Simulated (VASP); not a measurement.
# Re: single point with PBE

Re:

```
Re
1.0
     2.76639    0.00000    0.00000
    -1.38319    2.39576    0.00000
     0.00000    0.00000    8.93885
Re
4
Direct
  0.00000 0.00000 0.00000
  0.33333 0.66667 0.29195
  0.00000 0.00000 0.50000
  0.66667 0.33333 0.75000
```

This cell differs from its parent crystal: one atom moved.

```json
{"Program": "VASP 6.6.1", "Task": "single point", "Functional": "PBE", "Potentials or basis": "VASP PAW PBE potentials, release 64 (Re)", "Cutoff": "520 eV", "k mesh": "15 × 15 × 4", "Occupations": "gaussian, width 0.1 eV", "Spin": "no spin polarisation"}
```

* Pressure: 16.4 GPa
* Largest force: 6.785 eV/Å
* Band gap on the k mesh: zero (bands 14 and 15 overlap by 2.55 eV)

Forces on the atoms (eV/Å):
```
Re   0.000  0.000  0.256
Re   0.000  0.000 -6.785
Re   0.000  0.000  4.371
Re   0.000  0.000  2.157
```

Stress tensor (GPa, compression positive):
```
13.37  0.00  0.00
 0.00 13.37  0.00
 0.00  0.00 22.41
```

Levels at points of the mesh, in eV from the Fermi level:
| k point | band 11 | band 12 | band 13 | band 14 | band 15 | band 16 | band 17 | band 18 |
| --- | --- | --- | --- | --- | --- | --- | --- | --- |
| (0.00, 0.00, 0.00) | -1.39 | -1.39 | -1.09 | -1.09 | -1.09 | 0.93 | 0.93 | 1.32 |
| (0.00, 0.00, 0.50) | -1.50 | -1.50 | -1.26 | -1.17 | -1.17 | 0.50 | 1.20 | 1.20 |

Run time: 120 s on 1 thread of Intel(R) Xeon(R) 6975P-C (Granite Rapids), on a shared host, peak memory 0.26 GiB.

Caveat: the cell differs from its parent crystal (one atom moved); the stress differs along the axes, from 13 to 22 GPa; spin-orbit coupling is left out, which moves the levels of the heavy elements; forces of over 1 eV/Å act on the atoms, so gaps and moduli don't describe the material at rest.
